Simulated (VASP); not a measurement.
Set up this calculation in VASP 6.6.1, as the native input.

```
Task                   : single point
Functional             : PBE
Dispersion             : D3(BJ)
Potentials or basis    : VASP PAW PBE potentials, release 64 (Al)
Cutoff                 : 520 eV
k mesh                 : 26 × 26 × 26
Occupations            : gaussian, width 0.15 eV
Spin                   : no spin polarisation
Dipole correction      : no
Further INCAR settings : ALGO = Normal; EDIFF = 1e-06; NBANDS = 8
```

The structure of Al lies in POSCAR:

```
Al
1.0
    0.0000000000      1.8320538030      1.9117083162
    1.8320538030      0.0000000000      1.9117083162
    1.8320538030      1.8320538030      0.0000000000
Al
1
Direct
    0.0000000000      0.0000000000      0.0000000000
```

This cell differs from its parent crystal: strain -0.080 along x and y, -0.040 along z.

One way to write it, as run:

INCAR

```
  PREC = Accurate
  ENCUT = 520
  EDIFF = 1E-6
  ISMEAR = 0
  SIGMA = 0.15
  LREAL = F
  LASPH = T
  NELM = 100
  ALGO = Normal
  ISIF = 2
  LWAVE = F
  LCHARG = F
  GGA = PE
  IVDW = 12
  NBANDS = 8
```

KPOINTS

```
Automatic mesh
0
Gamma
  26 26 26
```

Potentials or basis: VASP PAW PBE potentials, release 64 (Al).

The run is started by

```console
$ cat potpaw_PBE.64/Al/POTCAR > POTCAR
$ mpirun -np 1 vasp_std > vasp.out
```

Results of the run:

```
Pressure                   : 28.6 GPa
Dispersion energy per atom : -0.437 eV
```

Caveat: the cell differs from its parent crystal (strain -0.080 along x and y, -0.040 along z); pairwise dispersion overbinds metals, which lowers pressure and volume.

It took 36 s on 1 thread of Intel(R) Xeon(R) 6975P-C (Granite Rapids), with other jobs on the host, peak memory 0.23 GiB.
